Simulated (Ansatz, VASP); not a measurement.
**Two plane-wave programs on Si2W**

```
W Si
1.0
    -1.57410    1.57410    3.83503
     1.57410   -1.57410    3.83503
     1.57410    1.57410   -3.83503
W Si
1 2
Direct
  0.00000 0.00000 0.00000
  0.66530 0.66530 0.00000
  0.33470 0.33470 0.00000
```

Alike in both runs: task single point; functional r2SCAN; k mesh 12 × 12 × 12; occupations fermi-dirac, width 0.05 eV; no spin polarisation.

```csv
,VASP,Ansatz
version,VASP 6.6.1,Ansatz 0.2.0
potentials or method,"VASP PAW PBE potentials, release 64 (W_sv, Si)",Ansatz PAW
plane-wave cutoff (eV),520,500
valence electrons in the cell,22,22
```

|  | VASP | Ansatz | Ansatz less VASP |
| --- | --- | --- | --- |
| gap on the k mesh at the Fermi level (eV) | none | none | - |
| pressure (GPa) | 15.6 | 15.3 | -0.32 |
| traceless stress, the component that is largest in VASP (GPa) | 0.69 | 0.90 | +0.215 |
| rms of the force components (eV/Å) | 0.087 | 0.082 | -0.0048 |

VASP's potentials were made for PBE, not for r2SCAN. Atom by atom the forces differ by 0.005 eV/Å (rms over components). A gap of «none» marks a metal or a gap that the smearing closes.

Spin-orbit coupling is off throughout.
